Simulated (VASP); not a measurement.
# BiClO (P4/nmm) in VASP: single point with LDA

Aim: the single point of BiClO with LDA.

Program: VASP 6.6.1. These are calculated values, not measurements. Logs are shortened: lines on timing, memory, paths and dates and some standing lists are left out, and cuts for length are marked.

## 1. The cell of the first run

Symmetry: P4/nmm, No. 129, tetragonal system. Conventional cell: a = 3.851 Å, b = 3.851 Å, c = 7.169 Å, α = 90.00°, β = 90.00°, γ = 90.00°. Within 3.0 Å of Bi (site symmetry 4mm) lie 4 O at 2.30 Å. Within 4.0 Å of Cl (site symmetry 4mm) lie 6 Bi at 3.01 to 3.80 Å and 4 O at 3.19 Å and 8 Cl at 3.42 to 3.85 Å. Within 3.0 Å of O (site symmetry -4m2) lie 4 Bi at 2.30 Å and 4 O at 2.72 Å.

## 2. Single point, LDA

The input, INCAR:

```
SYSTEM = BiClO
ALGO = Normal
EDIFF = 1E-6
ENCUT = 520
GGA = CA
ISIF = 2
ISMEAR = 0
LASPH = .TRUE.
LCHARG = .FALSE.
LREAL = .FALSE.
LWAVE = .FALSE.
NBANDS = 37
NELM = 100
PREC = Accurate
SIGMA = 0.02
```

The input, KPOINTS:

```
k-points
0
G
  6 6 4
  0 0 0
```

The input, POSCAR:

```
BiClO
1.0
    3.8507998148      0.0000000000      0.0000000000
    0.0000000000      3.8507998148      0.0000000000
    0.0000000000      0.0000000000      7.1692025700
Bi Cl O
2 2 2
Direct
    0.5000000000      0.0000000000      0.3253243730
    0.0000000000      0.5000000000      0.6746756270
    0.0000000000      0.5000000000      0.1448569113
    0.5000000000      0.0000000000      0.8551430887
    0.0000000000      0.0000000000      0.5000000000
    0.5000000000      0.5000000000      0.5000000000
```

Potentials or basis: VASP PAW LDA potentials, release 64 (Bi_d, Cl, O).

Run with:

```
$ cat potpaw_LDA.64/Bi_d/POTCAR potpaw_LDA.64/Cl/POTCAR potpaw_LDA.64/O/POTCAR > POTCAR
$ mpirun -np 1 vasp_std > vasp.out
```

OUTCAR:

```text
SYSTEM = BiClO
   EDIFF = 1E-6
   ENCUT = 520
   GGA = CA
   ISIF = 2
   ISMEAR = 0
   LASPH = .TRUE.
   LREAL = .FALSE.
   NELM = 100
   PREC = Accurate

 ion  position               nearest neighbor table
   1  0.500  0.000  0.325-   5 2.30   6 2.30   6 2.30   5 2.30   3 3.01   3 3.01   3 3.01   3 3.01
                             2 3.70   2 3.70   2 3.70   2 3.70
   2  0.000  0.500  0.675-   5 2.30   6 2.30   5 2.30   6 2.30   4 3.01   4 3.01   4 3.01   4 3.01
                             1 3.70   1 3.70   1 3.70   1 3.70
   3  0.000  0.500  0.145-   1 3.01   1 3.01   1 3.01   1 3.01
   4  0.500  0.000  0.855-   2 3.01   2 3.01   2 3.01   2 3.01
   5  0.000  0.000  0.500-   1 2.30   2 2.30   2 2.30   1 2.30
   6  0.500  0.500  0.500-   1 2.30   2 2.30   1 2.30   2 2.30

  LATTYP: Found a simple tetragonal cell.
 ALAT       =     3.8507998148
 C/A-ratio  =     1.8617437714

  Lattice vectors:

 A1 = (   3.8507998148,   0.0000000000,   0.0000000000)
 A2 = (   0.0000000000,   3.8507998148,   0.0000000000)
 A3 = (   0.0000000000,   0.0000000000,   7.1692025700)

Analysis of symmetry for initial positions (statically):
=====================================================================
 Subroutine PRICEL returns:
 Original cell was already a primitive cell.

 Routine SETGRP: Setting up the symmetry group for a
 simple tetragonal supercell.

 Subroutine GETGRP returns: Found 16 space group operations
 (whereof  8 operations were pure point group operations)
 out of a pool of 16 trial point group operations.

The static configuration has the point symmetry D_2d.
 The point group associated with its full space group is D_4h.

Analysis of symmetry for dynamics (positions and initial velocities):
=====================================================================
 Subroutine PRICEL returns:
 Original cell was already a primitive cell.

 Routine SETGRP: Setting up the symmetry group for a
 simple tetragonal supercell.

 Subroutine GETGRP returns: Found 16 space group operations
 (whereof  8 operations were pure point group operations)
 out of a pool of 16 trial point group operations.

The dynamic configuration has the point symmetry D_2d.
 The point group associated with its full space group is D_4h.

 Subroutine INISYM returns: Found 16 space group operations
 (whereof  8 operations are pure point group operations),
 and found     1 'primitive' translations

----------------------------------------------------------------------------------------

                                     Primitive cell

  volume of cell :     106.3097

  direct lattice vectors                    reciprocal lattice vectors
     3.850799815  0.000000000  0.000000000     0.259686311  0.000000000  0.000000000
     0.000000000  3.850799815  0.000000000     0.000000000  0.259686311  0.000000000
     0.000000000  0.000000000  7.169202570     0.000000000  0.000000000  0.139485527

  length of vectors
     3.850799815  3.850799815  7.169202570     0.259686311  0.259686311  0.139485527

  position of ions in fractional coordinates (direct lattice)
     0.500000000  0.000000000  0.325324373
     0.000000000  0.500000000  0.674675627
     0.000000000  0.500000000  0.144856911
     0.500000000  0.000000000  0.855143089
     0.000000000  0.000000000  0.500000000
     0.500000000  0.500000000  0.500000000

  ion indices of the primitive-cell ions
   primitive index   ion index
                 1           1
                 2           2
                 3           3
                 4           4
                 5           5
                 6           6

----------------------------------------------------------------------------------------

 KPOINTS: k-points

Automatic generation of k-mesh.
 Grid dimensions read from file:
 generate k-points for:    6    6    4

 Generating k-lattice:

  Cartesian coordinates                     Fractional coordinates (reciprocal lattice)
     0.043281052  0.000000000  0.000000000     0.166666667  0.000000000  0.000000000
     0.000000000  0.043281052  0.000000000     0.000000000  0.166666667  0.000000000
     0.000000000  0.000000000  0.034871382     0.000000000  0.000000000  0.250000000

  Length of vectors
     0.043281052  0.043281052  0.034871382

  Shift w.r.t. Gamma in fractional coordinates (k-lattice)
     0.000000000  0.000000000  0.000000000

 Subroutine IBZKPT returns following result:
 ===========================================

 Found     30 irreducible k-points:

 Following reciprocal coordinates:
            Coordinates               Weight
  0.000000  0.000000  0.000000      1.000000
  0.166667  0.000000  0.000000      4.000000
  0.333333  0.000000  0.000000      4.000000
  0.500000  0.000000  0.000000      2.000000
  0.166667  0.166667  0.000000      4.000000
  0.333333  0.166667  0.000000      8.000000
[... 16 lines left out ...]
  0.333333  0.000000  0.500000      4.000000
  0.500000  0.000000  0.500000      2.000000
 [... further k-points ...]
   k-points           NKPTS =     30   k-points in BZ     NKDIM =     30   number of bands    NBANDS=     37
   number of dos      NEDOS =    301   number of ions     NIONS =      6
   total plane-waves  NPLWV =  48600
   dimension x,y,z NGX =    30 NGY =   30 NGZ =   54
   dimension x,y,z NGXF=    60 NGYF=   60 NGZF=  108
   ions per type =               2   2   2
   NGX,Y,Z   is equivalent  to a cutoff of  12.95, 12.95, 12.52 a.u.
   NGXF,Y,Z  is equivalent  to a cutoff of  25.90, 25.90, 25.04 a.u.
 SYSTEM =  BiClO
   PREC   = accura    normal or accurate (medium, high low for compatibility)
   ISTART =      0    job   : 0-new  1-cont  2-samecut
   ICHARG =      2    charge: 1-file 2-atom 10-const
   ISPIN  =      1    spin polarized calculation?
   LNONCOLLINEAR =      F non collinear calculations
   LSORBIT =      F    spin-orbit coupling
   LASPH  =      T    aspherical Exc in radial PAW
   ENCUT  =  520.0 eV  38.22 Ry    6.18 a.u.   7.16  7.16 13.33*2*pi/ulx,y,z
   NELM   =    100;   NELMIN=  2; NELMDL= -5     # of ELM steps
   EDIFF  = 0.1E-05   stopping-criterion for ELM
   LREAL  =      F    real-space projection
   EDIFFG = 0.1E-04   stopping-criterion for IOM
   NSW    =      0    number of steps for IOM
   IBRION =     -1    ionic relax: 0-MD 1-quasi-New 2-CG
   NFREE  =      0    steps in history (QN), initial steepest desc. (CG)
   ISIF   =      2    stress and relaxation
   ISYM   =      2    0-nonsym 1-usesym 2-fastsym
   POTIM  = 0.5000    time-step for ionic-motion
   TEBEG  =    0.0;   TEEND  =   0.0 temperature during run
   PSTRESS=    0.0 pullay stress
   NELECT =      56.0000    total number of electrons
   NUPDOWN=      -1.0000    fix difference up-down
   EMIN   =  10.00;   EMAX   =-10.00  energy-range for DOS
   EFERMI =   0.00;   METHOD = LEGACY
   ISMEAR =     0;   SIGMA  =   0.02  broadening in eV -4-tet -1-fermi 0-gaus
   EFERMI_NEDOS =   21; number of points for ismear=-14 and -15
   IALGO  =     38    algorithm
   IMIX   =      4    mixing-type and parameters
     AMIX     =   0.40;   BMIX     =  1.00
     AMIX_MAG =   1.60;   BMIX_MAG =  1.00
  volume/ion in A,a.u.               =      17.72       119.57
  Fermi-wavevector in a.u.,A,eV,Ry     =   1.322148  2.498497 23.783993  1.748074
  Thomas-Fermi vector in A             =   2.451850
   LORBIT       =      0    0 simple, 1 ext, 2 COOP (PROOUT), +10 PAW based schemes
   GGA     = CA    functional components
   LHFCALC =     F    Hartree Fock is set to
   AEXX    =    0.0000 exact exchange contribution
   IVDW    =     0    specifies the selected vdW correction
   LEPSILON=     F    determine dielectric tensor
   LRPA    =     F    only Hartree local field effects (RPA)
 non-spin polarized calculation
 Gauss-broadening in eV      SIGMA  =   0.02
  energy-cutoff  :      520.00
  volume of cell :      106.31
 maximum number of plane-waves:      2908
 NGX is ok and might be reduce to    30
   NGX = 15   NGY = 15   NGZ = 27

 number of electron      56.0000008 magnetization

 Free energy of the ion-electron system (eV)
  ---------------------------------------------------
  ext. energy  EPLUGINS =         0.00000000
  ---------------------------------------------------
  free energy    TOTEN  =       -33.05309235 eV

  energy without entropy =      -33.05309235  energy(sigma->0) =      -33.05309235

 E-fermi :   5.2854     XC(G=0): -10.9810

 val. band max:        5.1037929030   @ k =   0.3333   0.0000   0.5000
 cond. band min:       7.6708661433   @ k =   0.0000   0.0000   0.5000
 fundamental gap:      2.5670732404
 Fermi energy:         5.2853599819

 k-point     1 :       0.0000    0.0000    0.0000
  band No.  band energies     occupation
      1     -16.7378      2.00000
      2     -16.5118      2.00000
      3     -16.5118      2.00000
      4     -16.5114      2.00000
      5     -16.4936      2.00000
      6     -16.4536      2.00000
[... 29 lines left out ...]
     36      14.2021      0.00000
     37      14.5266      0.00000

 k-point     2 :       0.1667    0.0000    0.0000
  band No.  band energies     occupation
      1     -16.7276      2.00000
      2     -16.5106      2.00000
      3     -16.5090      2.00000
      4     -16.5072      2.00000
      5     -16.4815      2.00000
      6     -16.4692      2.00000
[... 29 lines left out ...]
     36      14.5994      0.00000
     37      14.7263      0.00000

 k-point     3 :       0.3333    0.0000    0.0000
  band No.  band energies     occupation
      1     -16.7042      2.00000
      2     -16.5803      2.00000
      3     -16.5030      2.00000
      4     -16.5023      2.00000
      5     -16.4827      2.00000
      6     -16.4775      2.00000
[... 29 lines left out ...]
     36      14.6194      0.00000
     37      15.1462      0.00000

 k-point     4 :       0.5000    0.0000    0.0000
  band No.  band energies     occupation
      1     -16.6601      2.00000
      2     -16.6601      2.00000
      3     -16.4930      2.00000
      4     -16.4930      2.00000
      5     -16.4913      2.00000
      6     -16.4913      2.00000
[... 29 lines left out ...]
     36      14.7467      0.00000
     37      14.9921      0.00000
[... 683 lines left out ...]
      1     -16.7275      2.00000
      2     -16.5108      2.00000
      3     -16.5087      2.00000
      4     -16.5073      2.00000
      5     -16.4804      2.00000
      6     -16.4695      2.00000
[... 29 lines left out ...]
     36      14.6316      0.00000
     37      16.0728      0.00000

 k-point    23 :       0.3333    0.0000    0.5000
  band No.  band energies     occupation
      1     -16.7042      2.00000
      2     -16.5804      2.00000
      3     -16.5038      2.00000
      4     -16.5023      2.00000
      5     -16.4835      2.00000
      6     -16.4778      2.00000
[... 29 lines left out ...]
     36      15.8051      0.00000
     37      15.9048      0.00000

 k-point    24 :       0.5000    0.0000    0.5000
  band No.  band energies     occupation
      1     -16.6601      2.00000
      2     -16.6601      2.00000
      3     -16.4932      2.00000
      4     -16.4932      2.00000
      5     -16.4922      2.00000
      6     -16.4922      2.00000
[... 29 lines left out ...]
     36      15.3396      0.00000
     37      16.2663      0.00000

 [... further k-points ...]
[... 5 lines left out ...]
  --------------------------------------------------------------------------------------
  -------------------------------------------------------------------------------------
  Total        0.1907314      0.1907314      0.1635232      0.0000000     -0.0000000      0.0000000
  in kB        2.8744848      2.8744848      2.4644341      0.0000000     -0.0000000      0.0000000
  external PRESSURE =       2.7378012 kB  Pullay stress =       0.0000000 kB

 VOLUME and BASIS-vectors are now :
 -----------------------------------------------------------------------------
  energy-cutoff  :      520.00
  volume of cell :      106.31
      direct lattice vectors                 reciprocal lattice vectors
     3.850799815  0.000000000  0.000000000     0.259686311  0.000000000  0.000000000
     0.000000000  3.850799815  0.000000000     0.000000000  0.259686311  0.000000000
     0.000000000  0.000000000  7.169202570     0.000000000  0.000000000  0.139485527

 POSITION                                       TOTAL-FORCE (eV/Angst)
 -----------------------------------------------------------------------------------
      1.92540      0.00000      2.33232        -0.000000      0.000000     -0.084638
      0.00000      1.92540      4.83689         0.000000      0.000000      0.084638
      0.00000      1.92540      1.03851        -0.000000      0.000000     -0.003860
      1.92540      0.00000      6.13069        -0.000000      0.000000      0.003860
      0.00000      0.00000      3.58460         0.000000     -0.000000      0.000000
      1.92540      1.92540      3.58460        -0.000000      0.000000      0.000000
 -----------------------------------------------------------------------------------
    total drift:                                0.000000      0.000000      0.000000

  FREE ENERGIE OF THE ION-ELECTRON SYSTEM (eV)
  ---------------------------------------------------
  free  energy   TOTEN  =       -33.0530923465 eV

  energy  without entropy=      -33.0530923465  energy(sigma->0) =      -33.05309235
```

Run time: 1.7 min. Hardware: 1 thread of AMD EPYC 7R13 (Zen 3), shared host; peak memory 0.2 GiB.

What came out:

| Property | Result |
| --- | --- |
| Free energy | -33.0531 eV |
| Pressure | 0.3 GPa |
| Largest force | 0.085 eV/Å |
| Band gap on the k mesh | 2.57 eV, indirect (least direct gap 2.89 eV) |

Forces on the atoms (eV/Å):
```
Bi   0.000  0.000 -0.085
Bi   0.000  0.000  0.085
Cl   0.000  0.000 -0.004
Cl   0.000  0.000  0.004
O    0.000  0.000  0.000
O    0.000  0.000  0.000
```

Caveat: spin-orbit coupling is left out, which moves the levels of the heavy elements. A k mesh can miss the band edges.
